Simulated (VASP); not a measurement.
Wanted: the native input for a VASP 6.6.1 run.

```yaml
Task: single point
Functional: PBE
Potentials_or_basis: VASP PAW PBE potentials, release 64 (Al, Ni)
Cutoff: 520 eV
k_mesh: 20 × 20 × 20
Occupations: gaussian, width 0.15 eV
Spin: no spin polarisation
Dipole_correction: no
Further_INCAR_settings: ALGO = Fast; EDIFF = 1e-06; NBANDS = 14
```

The structure of AlNi lies in POSCAR:

```
AlNi
1.0
    2.8930835280      0.0000000000      0.0000000000
    0.0000000000      2.8930835280      0.0000000000
    0.0000000000      0.0000000000      2.7484293516
Al Ni
1 1
Direct
    0.0000000000      0.0000000000      0.0000000000
    0.5000000000      0.5000000000      0.5000000000
```

This cell differs from its parent crystal: strain +0.000 along x and y, -0.050 along z.

The input as run:

INCAR

```
SYSTEM = AlNi
  ALGO = Fast
  EDIFF = 1E-6
  ENCUT = 520
  GGA = PE
  ISIF = 2
  ISMEAR = 0
  LASPH = .TRUE.
  LCHARG = .TRUE.
  LELF = .TRUE.
  LREAL = .FALSE.
  LVHAR = .TRUE.
  LWAVE = .FALSE.
  NBANDS = 14
  NELM = 80
  PREC = Accurate
  SIGMA = 0.15
```

KPOINTS

```
k-points
0
G
  20 20 20
  0 0 0
```

Potentials or basis: VASP PAW PBE potentials, release 64 (Al, Ni).

Run with:

```console
$ cat potpaw_PBE.64/Al/POTCAR potpaw_PBE.64/Ni/POTCAR > POTCAR
$ mpirun -np 1 vasp_std > vasp.out
```

It gave:

- Pressure: 9.2 GPa
- Band gap on the k mesh: zero (an odd number of electrons rules out a gap without spin polarisation)

Caveat: the cell differs from its parent crystal (strain +0.000 along x and y, -0.050 along z); the stress differs along the axes, from 8 to 13 GPa.

Run time: 3.9 min on 1 thread of Intel Xeon 8259CL, with other jobs on the host, peak memory 0.34 GiB.
